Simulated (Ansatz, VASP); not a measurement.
# One calculation of MgI2, two programs

Contents of INCAR:

```
PREC     = Accurate       # precision mode
ENCUT    = 520            # plane-wave cutoff, eV
EDIFF    = 1E-6           # SCF threshold, eV
ISMEAR   = -1             # smearing method
SIGMA    = 0.05           # smearing width, eV
LREAL    = False          # projectors in reciprocal space
LASPH    = True           # aspherical terms in the spheres
NELM     = 60             # most SCF steps
ALGO     = Normal         # electronic algorithm
ISIF     = 2              # what is computed and relaxed
LWAVE    = False          # write WAVECAR
LCHARG   = True           # write CHGCAR
GGA      = PS             # functional
LELF     = True           # ELF
LVHAR    = True         
NBANDS   = 15             # bands
```

The input KPOINTS:

```
Automatic mesh
0
Gamma
  8 8 4
```

Contents of POSCAR:

```
MgI2
1.0
    4.1122139279      0.0000000000      0.0000000000
   -2.0561069639      3.5612817274      0.0000000000
    0.0000000000      0.0000000000      6.8338241120
I Mg
2 1
Direct
    0.6666666667      0.3333333333      0.7500000000
    0.3333333333      0.6666666667      0.2500000000
    0.0000000000      0.0000000000      0.0000000000
```

File input.yaml:

```yaml
crystal:
  lattice:
    - [4.1122139279, 0.0, 0.0]
    - [-2.0561069639, 3.5612817274, 0.0]
    - [0.0, 0.0, 6.833824112]
  atoms:
    - { symbol: I, position: [0.6666666667, 0.3333333333, 0.75] }
    - { symbol: I, position: [0.3333333333, 0.6666666667, 0.25] }
    - { symbol: Mg, position: [0.0, 0.0, 0.0] }
kpoints:
  mp_grid: { grid: [8, 8, 4] }
scf:
  occupations: { method: fermi_dirac, width: 0.05 }
hamiltonian:
  xc: pbesol
  pseudopotentials: { kind: all_electron, lapw: { basis_error: 0.001 } }
output:
  forces: true
  stress: true
  eigenvalues: true
```

Change from the starting cell: volume scaled by 0.98.

Alike in both runs: task single point; functional PBEsol; k mesh 8 × 8 × 4; occupations fermi-dirac, width 0.05 eV; no spin polarisation.

|  | VASP | Ansatz |
| --- | --- | --- |
| version | VASP 6.6.1 | Ansatz 0.2.0 |
| potentials or method | VASP PAW PBE potentials, release 64 (I, Mg), cutoff 520 eV | all-electron LAPW, scalar-relativistic |

|  | VASP | Ansatz | Ansatz less VASP |
| --- | --- | --- | --- |
| gap on the k mesh at the Fermi level (eV) | 3.44 | 3.46 | +0.013 |
| least direct gap on the mesh (eV) | 3.59 | 3.60 | +0.008 |
| pressure (GPa) | -0.3 | -0.2 | +0.03 |
| traceless stress, the component that is largest in VASP (GPa) | -0.31 | -0.31 | -0.004 |
| rms of the force components (eV/Å) | 0.100 | 0.099 | -0.0012 |

VASP's potentials were made for PBE, not for PBEsol. Atom by atom the forces differ by 0.001 eV/Å (rms over components). Ansatz ran all-electron here, and VASP with PAW potentials.

Spin-orbit coupling is off throughout.
